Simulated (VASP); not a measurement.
# Si25O47 (a cell with a defect) in VASP: single point with PBEsol

Aim: the single point of Si25O47 (a cell with a defect) with PBEsol.

Program: VASP 6.6.1. These are calculated values, not measurements. Logs are shortened: lines on timing, memory, paths and dates and some standing lists are left out, and cuts for length are marked.

**1. The cell of the first run**

The cell holds a defect, 72 atoms: a = 9.902 Å, b = 9.902 Å, c = 10.886 Å, α = 90.00°, β = 90.00°, γ = 120.00°.

**2. Single point, PBEsol**

File INCAR:

```
SYSTEM = Si25O47
PREC = Accurate
ENCUT = 520
EDIFF = 1E-6
ISMEAR = -1
SIGMA = 0.05
LREAL = Auto
LASPH = .True.
NELM = 120
ALGO = Normal
ISIF = 2
LWAVE = .False.
LCHARG = .True.
GGA = PS
LELF = .True.
LVHAR = .True.
NBANDS = 233
NELECT = 380.0
ISYM = 0
GGA_COMPAT = .False.
```

File KPOINTS:

```
Automatic mesh
0
Gamma
  1 1 1
  0.25 0.25 0.25
```

File POSCAR:

```
Si25O47
1.0
    9.9016390000      0.0000000000      0.0000000000
   -4.9508190000      8.5750710000      0.0000000000
    0.0000000000      0.0000000000     10.8858800000
Si O
25 47
Direct
    0.2370790000      0.0298070000      0.1714900000
    0.2573370000      0.0151660000      0.6635730000
    0.2265800000      0.5096540000      0.1489190000
    0.1962180000      0.5167180000      0.6949970000
    0.7405480000      0.9877840000      0.1883070000
    0.7440780000      0.9828610000      0.6631180000
    0.7836040000      0.4970090000      0.1356870000
    0.7375920000      0.4612620000      0.6728140000
    0.0167470000      0.2451040000      0.3245130000
    0.0013800000      0.2286810000      0.8318950000
    0.0088100000      0.7448280000      0.3234470000
    0.9932000000      0.7686590000      0.8153750000
    0.5368190000      0.2673490000      0.3107350000
    0.4981440000      0.2255340000      0.8526240000
    0.4760650000      0.7178340000      0.3439550000
    0.4907020000      0.7537980000      0.8416050000
    0.2641020000      0.2760070000      0.9931720000
    0.2563680000      0.2988020000      0.5195070000
    0.2467310000      0.7845220000      0.0014070000
    0.2526990000      0.7619270000      0.5127830000
    0.7621540000      0.2255120000      0.0110100000
    0.7697450000      0.2360150000      0.4926980000
    0.7545530000      0.7593340000      0.9880920000
    0.7489900000      0.7202830000      0.4999270000
    0.5092060000      0.4384330000      0.4468040000
    0.1971870000      0.1538110000      0.1077450000
    0.2583370000      0.1611670000      0.5956770000
    0.1933490000      0.6460880000      0.1038520000
    0.1596590000      0.6383490000      0.6224320000
    0.6940940000      0.1092420000      0.1290890000
    0.7031450000      0.0655920000      0.5530910000
    0.7555770000      0.6156320000      0.0555780000
    0.6707560000      0.5339550000      0.5545490000
    0.3713350000      0.1159100000      0.2771160000
    0.3656790000      0.0697610000      0.7851450000
    0.3644980000      0.5785210000      0.2547400000
    0.3672350000      0.6107250000      0.7567510000
    0.8934640000      0.0728840000      0.2750560000
    0.9111660000      0.1050270000      0.7213630000
    0.8943450000      0.5845210000      0.2529680000
    0.8649290000      0.6074360000      0.7465580000
    0.4302590000      0.2963310000      0.9523600000
    0.3974650000      0.7399950000      0.4649850000
    0.4036840000      0.8086120000      0.9371600000
    0.9355970000      0.3004940000      0.4266280000
    0.8873030000      0.1884540000      0.9481420000
    0.9043600000      0.7731140000      0.4274610000
    0.9029570000      0.8376990000      0.8951120000
    0.1604760000      0.2369330000      0.3912740000
    0.1502080000      0.2127840000      0.8736220000
    0.1406900000      0.7260020000      0.3947090000
    0.1074050000      0.7361930000      0.9014520000
    0.6397120000      0.2178530000      0.3938570000
    0.6251820000      0.1906700000      0.9138140000
    0.5871300000      0.6401920000      0.4048720000
    0.5947540000      0.6929370000      0.9105620000
    0.0743840000      0.3696810000      0.2135620000
    0.0583200000      0.4084490000      0.7904940000
    0.0794580000      0.8950470000      0.2360120000
    0.0817540000      0.8887910000      0.7038850000
    0.6150040000      0.3627710000      0.1870250000
    0.5790640000      0.3569520000      0.7444080000
    0.5969730000      0.8762350000      0.2802300000
    0.6032560000      0.9068510000      0.7596450000
    0.2838990000      0.4422040000      0.0373610000
    0.1978500000      0.3963410000      0.5956860000
    0.2916950000      0.9476770000      0.0692520000
    0.3208780000      0.9373300000      0.5640210000
    0.8497510000      0.4077430000      0.0524540000
    0.7996910000      0.3641580000      0.5989290000
    0.7666860000      0.8844310000      0.0882470000
    0.7534860000      0.8366040000      0.5990590000
```

Potentials or basis: VASP PAW PBE potentials, release 64 (Si, O).

Run with:

```bash
> cat potpaw_PBE.64/Si/POTCAR potpaw_PBE.64/O/POTCAR > POTCAR
> mpirun -np 1 vasp_std > vasp.out
```

OUTCAR:

```text
SYSTEM = Si25O47
   PREC = Accurate
   ENCUT = 520
   EDIFF = 1E-6
   ISMEAR = -1
   LREAL = Auto
   LASPH = .True.
   NELM = 120
   ISIF = 2
   GGA = PS
   NELECT = 380.0
   ISYM = 0

 ion  position               nearest neighbor table
   1  0.237  0.030  0.171-  59 1.62  26 1.62  67 1.62  34 1.64  17 3.02  11 3.07  19 3.09  13 3.11

   2  0.257  0.015  0.664-  60 1.61  35 1.62  27 1.62  68 1.63  20 2.98  12 3.02  14 3.05
   3  0.227  0.510  0.149-  57 1.61  28 1.62  65 1.62  36 1.65  17 3.04   9 3.06  19 3.08  15 3.13

   4  0.196  0.517  0.695-  66 1.62  37 1.62  58 1.62  29 1.63  10 2.93  20 2.96  16 3.12
   5  0.741  0.988  0.188-  71 1.60  38 1.62  30 1.62  63 1.63  21 2.97   9 3.03  15 3.14
   6  0.744  0.983  0.663-  64 1.60  39 1.61  31 1.61  72 1.65  22 3.03  16 3.09  10 3.10
   7  0.784  0.497  0.136-  32 1.59  69 1.62  40 1.62  61 1.63  21 2.92  13 3.04  11 3.11
   8  0.738  0.461  0.673-  41 1.58  62 1.59  70 1.59  33 1.76  14 3.06  22 3.10  24 3.14
   9  0.017  0.245  0.325-  57 1.61  38 1.61  45 1.62  49 1.64  22 3.02  18 3.03   5 3.03   3 3.06
[... 9 lines left out ...]
  15  0.476  0.718  0.344-  63 1.58  36 1.59  43 1.60  55 1.76  20 3.07   3 3.13   5 3.14
  16  0.491  0.754  0.842-  44 1.61  56 1.62  37 1.62  64 1.63  23 3.04   6 3.09  19 3.11   4 3.12

  17  0.264  0.276  0.993-  42 1.62  50 1.63  65 1.63  26 1.63  10 2.97  14 3.02   1 3.02   3 3.04

  18  0.256  0.299  0.520-  66 1.59  27 1.60  49 1.63  25 2.31   9 3.03
  19  0.247  0.785  0.001-  44 1.61  67 1.62  52 1.63  28 1.64   3 3.08   1 3.09  16 3.11
  20  0.253  0.762  0.513-  68 1.62  51 1.62  29 1.63  43 1.64   4 2.96   2 2.98  15 3.07  11 3.11

  21  0.762  0.226  0.011-  46 1.61  54 1.62  69 1.63  30 1.63   7 2.92   5 2.97  10 3.06  14 3.13

  22  0.770  0.236  0.493-  45 1.60  31 1.61  53 1.62  70 1.63   9 3.02   6 3.03   8 3.10
  23  0.755  0.759  0.988-  32 1.61  71 1.61  56 1.61  48 1.63  12 2.98  16 3.04
  24  0.749  0.720  0.500-  72 1.56  47 1.57  33 1.71  55 1.73  25 2.67  11 3.12   8 3.14
  25  0.509  0.438  0.447-  55 1.80  33 1.82  18 2.31  13 2.37  24 2.67
  26  0.197  0.154  0.108-   1 1.62  17 1.63
  27  0.258  0.161  0.596-  18 1.60   2 1.62
  28  0.193  0.646  0.104-   3 1.62  19 1.64
  29  0.160  0.638  0.622-   4 1.63  20 1.63
  30  0.694  0.109  0.129-   5 1.62  21 1.63
  31  0.703  0.066  0.553-  22 1.61   6 1.61
  32  0.756  0.616  0.056-   7 1.59  23 1.61
  33  0.671  0.534  0.555-  24 1.71   8 1.76  25 1.82
  34  0.371  0.116  0.277-  13 1.62   1 1.64
  35  0.366  0.070  0.785-   2 1.62  14 1.62
  36  0.364  0.579  0.255-  15 1.59   3 1.65
  37  0.367  0.611  0.757-   4 1.62  16 1.62
  38  0.893  0.073  0.275-   9 1.61   5 1.62
  39  0.911  0.105  0.721-   6 1.61  10 1.63
[... 13 lines left out ...]
  53  0.640  0.218  0.394-  13 1.61  22 1.62
  54  0.625  0.191  0.914-  14 1.61  21 1.62
[... 245 lines left out ...]
   POTIM  = 0.5000    time-step for ionic-motion
   TEBEG  =    0.0;   TEEND  =   0.0 temperature during run
   PSTRESS=    0.0 pullay stress
   NELECT =     380.0000    total number of electrons
   NUPDOWN=      -1.0000    fix difference up-down
   EMIN   =  10.00;   EMAX   =-10.00  energy-range for DOS
   EFERMI =   0.00;   METHOD = LEGACY
   ISMEAR =    -1;   SIGMA  =   0.05  broadening in eV -4-tet -1-fermi 0-gaus
   EFERMI_NEDOS =   21; number of points for ismear=-14 and -15
   IALGO  =     38    algorithm
   IMIX   =      4    mixing-type and parameters
     AMIX     =   0.40;   BMIX     =  1.00
     AMIX_MAG =   1.60;   BMIX_MAG =  1.00
  volume/ion in A,a.u.               =      12.84        86.63
  Fermi-wavevector in a.u.,A,eV,Ry     =   1.217306  2.300376 20.161588  1.481835
  Thomas-Fermi vector in A             =   2.352631
   LORBIT       =      0    0 simple, 1 ext, 2 COOP (PROOUT), +10 PAW based schemes
   GGA     = PS    functional components
   LHFCALC =     F    Hartree Fock is set to
   AEXX    =    0.0000 exact exchange contribution
   IVDW    =     0    specifies the selected vdW correction
   LEPSILON=     F    determine dielectric tensor
   LRPA    =     F    only Hartree local field effects (RPA)
 non-spin polarized calculation
  energy-cutoff  :      520.00
  volume of cell :      924.29
 maximum number of plane-waves:     24895
 NGX is ok and might be reduce to    80
   NGX = 37   NGY = 37   NGZ = 41

 number of electron     379.9999995 magnetization

 Free energy of the ion-electron system (eV)
  ---------------------------------------------------
  ext. energy  EPLUGINS =         0.00000000
  ---------------------------------------------------
  free energy    TOTEN  =      -592.65498220 eV

  energy without entropy =     -592.65498220  energy(sigma->0) =     -592.65498220

 E-fermi :   3.0909     XC(G=0):  -9.3264

 val. band max:        1.8832916729   @ k =   0.2500   0.2500   0.2500
 cond. band min:       5.3292112885   @ k =   0.2500   0.5000   0.2500
 fundamental gap:      3.4459196156
 Fermi energy:         3.0908908462

 k-point     1 :       0.2500    0.2500    0.2500
  band No.  band energies     occupation
      1     -19.9704      2.00000
      2     -18.6567      2.00000
      3     -18.0553      2.00000
      4     -17.9021      2.00000
      5     -17.8520      2.00000
      6     -17.7451      2.00000
[... 1219 lines left out ...]
    201       9.0460      0.00000
    202       9.1225      0.00000
 [bands above 202 left out]

------------------------ aborting loop because EDIFF is reached ----------------------------------------

  FORCE on cell =-STRESS in cart. coord.  units (eV):
  Direction    XX          YY          ZZ          XY          YZ          ZX
  --------------------------------------------------------------------------------------
  -------------------------------------------------------------------------------------
  Total       -2.4681458    -10.0357510     -6.2144959      0.4799512     -4.7089457     -7.6156786
  in kB       -4.2783177    -17.3961084    -10.7722924      0.8319540     -8.1625511    -13.2011218
  external PRESSURE =     -10.8155728 kB  Pullay stress =       0.0000000 kB

 VOLUME and BASIS-vectors are now :
 -----------------------------------------------------------------------------
  energy-cutoff  :      520.00
  volume of cell :      924.29
      direct lattice vectors                 reciprocal lattice vectors
     9.901639000  0.000000000  0.000000000     0.100993381  0.058308549  0.000000000
    -4.950819000  8.575071000  0.000000000     0.000000000  0.116617110  0.000000000
     0.000000000  0.000000000 10.885880000     0.000000000  0.000000000  0.091862119

 POSITION                                       TOTAL-FORCE (eV/Angst)
 -----------------------------------------------------------------------------------
      2.19990      0.25560      1.86682        -0.016342      0.008695      0.034583
      2.47297      0.13005      7.22358        -0.003074      0.028435     -0.009543
     -0.27969      4.37032      1.62111        -0.016876      0.005532      0.008763
     -0.61530      4.43089      7.56565        -0.017572     -0.001417      0.004758
      2.44230      8.47032      2.04989        -0.003381     -0.028534      0.026981
      2.50162      8.42810      7.21862         0.025052     -0.039256     -0.021545
[... 64 lines left out ...]
      3.21279      7.58406      0.96065        -0.001290     -0.011389     -0.003151
      3.31887      7.17394      6.52128        -0.028622      0.039348      0.050870
 -----------------------------------------------------------------------------------
    total drift:                                0.003873      0.010771     -0.015045

  FREE ENERGIE OF THE ION-ELECTRON SYSTEM (eV)
  ---------------------------------------------------
  free  energy   TOTEN  =      -592.6549821999 eV

  energy  without entropy=     -592.6549821998  energy(sigma->0) =     -592.65498220
```

It took 73 min on 1 thread of Intel Xeon Platinum 8375C at 2.90GHz (Ice Lake), shared host; peak memory 1.5 GiB.

What came out:

```yaml
Free_energy: -592.6550 eV
Largest_force: 0.100 eV/Å
```

Forces on the atoms (eV/Å):
```
Si  -0.016  0.009  0.035
Si  -0.003  0.028 -0.010
Si  -0.017  0.006  0.009
Si  -0.018 -0.001  0.005
Si  -0.003 -0.029  0.027
Si   0.025 -0.039 -0.022
Si  -0.009  0.024  0.008
Si  -0.005  0.051 -0.034
Si   0.037 -0.013 -0.003
Si   0.019 -0.034 -0.033
Si  -0.019 -0.002  0.028
Si  -0.002 -0.027 -0.037
Si  -0.045  0.021  0.081
Si   0.004 -0.008 -0.016
Si   0.078 -0.033  0.054
Si   0.014 -0.003 -0.008
Si   0.010  0.027 -0.002
Si   0.067  0.001 -0.019
Si  -0.009  0.003 -0.013
Si   0.009  0.000 -0.011
Si  -0.011 -0.009 -0.018
Si  -0.020  0.013  0.027
Si   0.005  0.003  0.011
Si  -0.036 -0.010 -0.003
Si   0.017 -0.063 -0.007
O   -0.030  0.012  0.008
O    0.003  0.004 -0.008
O   -0.019  0.016  0.011
O   -0.032  0.011  0.003
O   -0.026  0.008  0.018
O   -0.008 -0.003 -0.019
O   -0.008  0.000 -0.001
O    0.005 -0.031 -0.005
O   -0.016 -0.009  0.024
O    0.008 -0.029  0.020
O   -0.008 -0.031 -0.036
O    0.004 -0.008 -0.009
O    0.016 -0.019 -0.003
O    0.012  0.012 -0.005
O   -0.005 -0.015  0.006
O    0.015  0.035  0.017
O    0.019  0.014  0.021
O    0.005 -0.008  0.016
O    0.000  0.005  0.008
O    0.028  0.033  0.004
O    0.001 -0.032  0.030
O    0.058  0.009 -0.047
O   -0.005  0.036 -0.004
O    0.010 -0.019 -0.028
O    0.028 -0.014 -0.024
O    0.028 -0.010  0.006
O    0.017 -0.007  0.018
O   -0.015 -0.003 -0.014
O    0.011  0.005  0.005
O    0.003  0.014 -0.001
O   -0.006 -0.012  0.001
O   -0.015  0.006 -0.012
O   -0.040  0.016  0.020
O   -0.007  0.015 -0.023
O   -0.029 -0.006 -0.022
O   -0.014  0.008 -0.033
O   -0.052 -0.034  0.025
O    0.000  0.035 -0.014
O   -0.018 -0.008  0.025
O    0.009  0.010 -0.024
O   -0.018  0.012  0.012
O   -0.006  0.019 -0.006
O    0.010  0.031 -0.004
O    0.035  0.023 -0.024
O    0.013 -0.034 -0.026
O   -0.001 -0.011 -0.003
O   -0.029  0.039  0.051
```

Caveat: the cell carries a net charge on a neutralising background, which shifts energy and pressure; the cell is charged against a uniform background, so pressure and absolute levels hang on convention; the PAW data sets were made with another functional, which shifts forces and pressure a little.
